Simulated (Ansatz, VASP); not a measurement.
# Al6H: VASP beside Ansatz

```
CELL_PARAMETERS angstrom
5.71430 0.00000 0.00000
-2.85715 4.94873 0.00000
0.00000 0.00000 22.60164
ATOMIC_POSITIONS crystal
Al 0.33333 0.16667 0.17698
Al 0.33333 0.66667 0.17698
Al 0.83333 0.16667 0.17698
Al 0.83333 0.66667 0.17698
Al 0.16667 0.33333 0.27878
Al 0.16667 0.83333 0.27878
Al 0.66667 0.33333 0.27878
Al 0.66667 0.83333 0.27878
Al 0.00000 0.00000 0.38058
Al 0.00000 0.50000 0.38058
Al 0.50000 0.00000 0.38058
Al 0.50000 0.50000 0.38058
H 0.27646 0.16667 0.44296
H 0.39021 0.16667 0.44296
```

Alike in both runs: task single point; functional PBE; k mesh 6 × 6 × 1; occupations gaussian, width 0.1 eV; no spin polarisation.

```csv
,VASP,Ansatz
version,VASP 6.6.1,Ansatz 0.2.0
potentials or method,"VASP PAW PBE potentials, release 64 (Al, H), cutoff 520 eV","scalar-relativistic, plane waves, PAW"
valence electrons in the cell,38,38
```

Ansatz gave:

* gap on the k mesh at the Fermi level (eV): none
* rms of the force components (eV/Å): 1.439

Question: Which values does VASP return?

Answer: gap on the k mesh at the Fermi level (eV): none; rms of the force components (eV/Å): 1.450.

Atom by atom the forces differ by 0.011 eV/Å (rms over components). A gap of «none» marks a metal or a gap that the smearing closes. The functional is the same, so the differences come from potentials, cutoffs and numerics.
